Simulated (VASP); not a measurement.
## BaTiO3: single point with PBE

Crystal: BaTiO3.

```
Ba Ti O
1.0
     4.53388   -2.93796   -2.84449
    -4.17915   -2.17324    2.57872
    -4.67624    2.67138   -2.77803
Ba Ti O
2 2 6
Direct
  0.99294 0.49864 0.49912
  0.99812 0.99664 0.00014
  0.49527 0.25090 0.73929
  0.49333 0.75158 0.24081
  0.51082 0.50216 0.01063
  0.51041 0.00231 0.50870
  0.49548 0.49574 0.49913
  0.49557 0.99266 0.99920
  0.01119 0.00687 0.50887
  0.00442 0.50250 0.00167
```

```yaml
Program: VASP 6.6.1
Task: single point
Functional: PBE
Potentials_or_basis: VASP PAW PBE potentials, release 64 (Ba_sv, Ti_sv, O)
Cutoff: 600 eV
k_mesh: 5 × 5 × 4
Occupations: fermi-dirac, width 0.05 eV
Spin: no spin polarisation
Dipole_correction: no
Further_INCAR_settings: ALGO = Normal; EDIFF = 1e-06; NBANDS = 51
```

```json
{"Pressure": "16.6 GPa", "Largest force": "1.064 eV/Å", "Band gap on the k mesh": "0.94 eV"}
```

Forces in eV/Å, atoms in the order of the input:
```
Ba   0.136 -0.268 -0.125
Ba  -0.026 -0.229  0.107
Ti   0.105  0.736 -0.547
Ti   0.193  0.584 -0.487
O   -0.244  0.180  0.133
O   -0.163  0.269  0.185
O    0.033 -0.797  0.354
O   -0.029 -0.955  0.468
O    0.020  0.309  0.070
O   -0.023  0.172 -0.158
```

Stress tensor (GPa, compression positive):
```
 -4.03  13.07  -4.80
 13.07  39.68 -15.17
 -4.80 -15.17  14.13
```

Levels at points of the mesh, in eV from the valence-band top:
```csv
k point,band 37,band 38,band 39,band 40,band 41,band 42,band 43,band 44
"(0.00, 0.00, 0.00)",-0.50,-0.19,-0.10,0.00,0.94,1.38,1.58,2.81
"(0.00, 0.00, 0.50)",-0.65,-0.62,-0.30,-0.20,2.36,2.41,2.90,2.94
```

Wall time 20 min on 1 thread of AMD EPYC 7571, with other jobs on the host, peak memory 0.52 GiB.

Caveat: the stress differs along the axes, from -4 to 40 GPa; spin-orbit coupling is left out, which moves the levels of the heavy elements; forces of over 1 eV/Å act on the atoms, so gaps and moduli don't describe the material at rest. A k mesh can miss the band edges.
